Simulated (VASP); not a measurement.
Wanted: the native input for a VASP 6.6.1 run.

```yaml
Task: single point
Functional: PBEsol
Potentials_or_basis: VASP PAW PBE potentials, release 64 (Ru_pv)
Cutoff: 520 eV
k_mesh: 24 × 24 × 12
Occupations: gaussian, width 0.15 eV
Spin: no spin polarisation
Dipole_correction: no
Further_INCAR_settings: ALGO = Fast; EDIFF = 1e-06; NBANDS = 21
```

The structure of Ru lies in POSCAR:

```
Ru
1.0
    2.7463863242      0.0000000000      0.0000000000
   -1.3731931621      2.3784403254      0.0000000000
    0.0000000000      0.0000000000      4.4103570000
Ru
2
Direct
    0.3333333333      0.6666666667      0.2500000000
    0.6666666667      0.3333333333      0.7500000000
```

This cell differs from its parent crystal: strain +0.015 along x and y, +0.030 along z.

The input as run:

INCAR

```
SYSTEM = Ru
PREC = Accurate
ENCUT = 520
EDIFF = 1E-6
ISMEAR = 0
SIGMA = 0.15
LREAL = .FALSE.
LASPH = .TRUE.
NELM = 80
ALGO = Fast
ISIF = 2
LWAVE = .FALSE.
LCHARG = .TRUE.
GGA = PS
LELF = .TRUE.
LVHAR = .TRUE.
NBANDS = 21
```

KPOINTS

```
regular mesh
0
G
  24 24 12
  0 0 0
```

Potentials or basis: VASP PAW PBE potentials, release 64 (Ru_pv).

The run is started by

```sh
$ cat potpaw_PBE.64/Ru_pv/POTCAR > POTCAR
$ mpirun -np 1 vasp_std > vasp.out
```

It gave:

The pressure is -22.7 GPa and the band gap on the k mesh is zero (band 14 reaches 13.16 eV, above the bottom of band 15 at 10.20 eV).

Caveat: the cell differs from its parent crystal (strain +0.015 along x and y, +0.030 along z); the PAW data sets were made with another functional, which shifts forces and pressure a little.

It took 3.7 min on 1 thread of Intel(R) Xeon(R) Platinum 8488C (Sapphire Rapids) (shared host), peak memory 0.3 GiB.
